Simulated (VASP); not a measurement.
Wanted: the native input for a VASP 6.6.1 run.

```yaml
Task: relaxation of cell and atoms
Functional: PBE
Potentials_or_basis: VASP PAW PBE potentials, release 64 (Li_sv, Mn_pv, Cl)
Cutoff: 600 eV
k_mesh: 6 × 6 × 6
Occupations: gaussian, width 0.02 eV
Spin: collinear spin, ferromagnetic start
Starting_moments: "[0.0, 4.78, 0.0, 0.0, 0.0] μB"
Dipole_correction: no
Further_INCAR_settings: ALGO = Normal; EDIFF = 1e-06; IBRION = 2; EDIFFG = -0.01; NSW = 100; ISIF = 3
```

The structure of LiMnCl3 lies in POSCAR:

```
LiMnCl3
1.0
    4.9886139172      0.0000000000      0.0000000000
    0.0000000000      4.9886139172      0.0000000000
    0.0000000000      0.0000000000      4.9886139172
Li Mn Cl
1 1 3
Direct
    0.5000000000      0.5000000000      0.5000000000
    0.0000000000      0.0000000000      0.0000000000
    0.5000000000      0.0000000000      0.0000000000
    0.0000000000      0.5000000000      0.0000000000
    0.0000000000      0.0000000000      0.5000000000
```

The input as run:

INCAR

```
SYSTEM = LiMnCl3
  PREC = Accurate
  ENCUT = 600
  EDIFF = 1E-6
  ISMEAR = 0
  SIGMA = 0.02
  LREAL = .False.
  LASPH = .True.
  NELM = 150
  ALGO = Normal
  ISIF = 3
  LWAVE = .False.
  LCHARG = .False.
  ISPIN = 2
  MAGMOM = 0 4.78 0 0 0
  LORBIT = 11
  LMAXMIX = 4
  GGA = PE
  IBRION = 2
  NSW = 100
  EDIFFG = -0.01
```

KPOINTS

```
Automatic mesh
0
Gamma
  6 6 6
  0 0 0
```

Potentials or basis: VASP PAW PBE potentials, release 64 (Li_sv, Mn_pv, Cl).

Command:

```console
$ cat potpaw_PBE.64/Li_sv/POTCAR potpaw_PBE.64/Mn_pv/POTCAR potpaw_PBE.64/Cl/POTCAR > POTCAR
$ mpirun -np 1 vasp_std > vasp.out
```

It gave:

- Pressure after relaxing: 0.0 GPa
- Band gap on the k mesh: 0.90 eV, indirect (least direct gap 1.54 eV)
- Net moment: 5.00 μB per cell
- Site moments: Li +0.00; Mn +4.46; Cl +0.06 μB
- Valence electrons inside the program's atomic spheres: Li 1.99; Mn 11.28; Cl 5.15

Caveat: the cutoff is under 1.25 times the usual one of these potentials, so pressure, stress and relaxed cells hold a basis-set (Pulay) error; the relaxation stopped at its first step, so nothing moved; a cell with one magnetic atom can't hold antiferromagnetic order, which such compounds often take.

Wall time 53 s on 1 thread of Intel(R) Xeon(R) 6975P-C (Granite Rapids) (shared host), peak memory 0.35 GiB.
